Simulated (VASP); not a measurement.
Set up this calculation in VASP 6.6.1, as the native input.

* Task: relaxation of cell and atoms
* Functional: PBE
* Potentials or basis: VASP PAW PBE potentials, release 64 (W_sv)
* Cutoff: 600 eV
* k mesh: 18 × 18 × 18
* Occupations: fermi-dirac, width 0.08 eV
* Spin: no spin polarisation
* Target pressure: 49 GPa
* Dipole correction: no
* Further INCAR settings: ALGO = Normal; EDIFF = 1e-07; IBRION = 2; EDIFFG = -0.005; NSW = 60; ISIF = 3

The structure of W lies in POSCAR:

```
W
1.0
   -1.5327113724      1.5327113724      1.5327113724
    1.5327113724     -1.5327113724      1.5327113724
    1.5327113724      1.5327113724     -1.5327113724
W
1
Direct
    0.0000000000      0.0000000000      0.0000000000
```

The input as run:

INCAR

```
SYSTEM = W
PREC = Accurate ; ENCUT = 600
EDIFF = 1E-7 ; ISMEAR = -1
SIGMA = 0.08 ; LREAL = .False.
LASPH = .True. ; NELM = 100
ALGO = Normal ; ISIF = 3
LWAVE = .False. ; LCHARG = .False.
GGA = PE ; IBRION = 2
NSW = 60 ; EDIFFG = -0.005
PSTRESS = 490.0
```

KPOINTS

```
Automatic mesh
0
Gamma
  18 18 18
  0 0 0
```

Potentials or basis: VASP PAW PBE potentials, release 64 (W_sv).

Launch:

```bash
$ cat potpaw_PBE.64/W_sv/POTCAR > POTCAR
$ mpirun -np 1 vasp_std > vasp.out
```

Results of the run:

```json
{
 "Relaxed volume": "14.28 Å³/atom",
 "Relaxed cell": "a = 2.647 Å, b = 2.647 Å, c = 2.647 Å, α = 109.47°, β = 109.47°, γ = 109.47°",
 "Space group after relaxing (to 0.05 Å)": "Im-3m (No. 229)",
 "Energy change on relaxing (the enthalpy is what falls)": "+35.1 meV/atom",
 "Ionic steps": "4",
 "Pressure after relaxing": "49.0 GPa",
 "Band gap on the k mesh": "zero (band 7 reaches 18.98 eV, above the bottom of band 8 at 11.59 eV)"
}
```

Caveat: the cell is relaxed towards a set pressure, so the enthalpy falls and the energy may rise; spin-orbit coupling is left out, which moves the levels of the heavy elements.

It took 33 s on 1 thread of Intel(R) Xeon(R) 6975P-C (Granite Rapids) (shared host), peak memory 0.18 GiB.
